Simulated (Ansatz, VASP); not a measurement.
## One calculation of Si5F, two programs

The input INCAR:

```
ALGO     = Normal         # electronic algorithm
EDIFF    = 1E-7           # SCF threshold, eV
EDIFFG   = -0.04          # ionic threshold
ENCUT    = 600            # plane-wave cutoff, eV
GGA      = PE             # functional
IBRION   = 2              # ionic algorithm
ISIF     = 3              # what is computed and relaxed
ISMEAR   = 0              # smearing method
LASPH    = T              # aspherical terms in the spheres
LCHARG   = F              # write CHGCAR
LREAL    = F              # projectors in reciprocal space
LWAVE    = F              # write WAVECAR
NELM     = 100            # most SCF steps
NSW      = 90             # ionic steps
PREC     = Accurate       # precision mode
SIGMA    = 0.1            # smearing width, eV
```

The input KPOINTS:

```
k-points
0
Gamma
  4 4 4
```

File POSCAR:

```
Si5F
1.0
    0.0000000000      3.4906717000      3.4906717000
    3.4906717000      0.0000000000      3.4906717000
    3.4906717000      3.4906717000      0.0000000000
Si F
5 1
Direct
    0.1250000000      0.6250000000      0.6250000000
    0.6250000000      0.6250000000      0.6250000000
    0.6250000000      0.1250000000      0.6250000000
    0.6250000000      0.6250000000      0.1250000000
    0.2500000000      0.2500000000      0.2500000000
    0.0000000000      0.0000000000      0.0000000000
```

Input for Ansatz:

```yaml
crystal:
  lattice:
    - [0.0, 3.4906717, 3.4906717]
    - [3.4906717, 0.0, 3.4906717]
    - [3.4906717, 3.4906717, 0.0]
  atoms:
    - { symbol: Si, position: [0.125, 0.625, 0.625] }
    - { symbol: Si, position: [0.625, 0.625, 0.625] }
    - { symbol: Si, position: [0.625, 0.125, 0.625] }
    - { symbol: Si, position: [0.625, 0.625, 0.125] }
    - { symbol: Si, position: [0.25, 0.25, 0.25] }
    - { symbol: F, position: [0.0, 0.0, 0.0] }
basis:
  ecutwfc: 420
kpoints:
  mp_grid: { grid: [4, 4, 4] }
hamiltonian:
  xc: pbe
scf:
  occupations: { method: gaussian, width: 0.1 }
  lower_state_search: "off"
output:
  forces: true
  stress: true
  eigenvalues: true
relax:
  adjacent_minimum: "off"
  f_tol: 0.04
  max_steps: 70
  cell: { stress_tol: 0.4 }
```

Change from the starting cell: species swapped into the ErCu5 type (F-43m, No. 216).

Alike in both runs: task relaxation of cell and atoms; functional PBE; k mesh 4 × 4 × 4; occupations gaussian, width 0.1 eV; no spin polarisation.

```csv
,VASP,Ansatz
version,VASP 6.6.1,Ansatz 0.2.0
potentials or method,"VASP PAW PBE potentials, release 64 (Si, F), cutoff 600 eV","scalar-relativistic, plane waves, PAW"
valence electrons in the cell,27,27
```

Ansatz gave:

| Quantity | Value |
| --- | --- |
| gap on the k mesh at the Fermi level, each at its own relaxed structure (eV) | none |
| relaxed volume (Å³/atom) | 15.04 |
| relaxed cell length with the largest relative difference (Å) | 5.035 |

Estimate VASP's values.

gap on the k mesh at the Fermi level, each at its own relaxed structure (eV): none; relaxed volume (Å³/atom): 15.07; relaxed cell length with the largest relative difference (Å): 5.038.

A gap of «none» marks a metal or a gap that the smearing closes.

The k mesh is coarse, so the values compare programs but aren't converged.
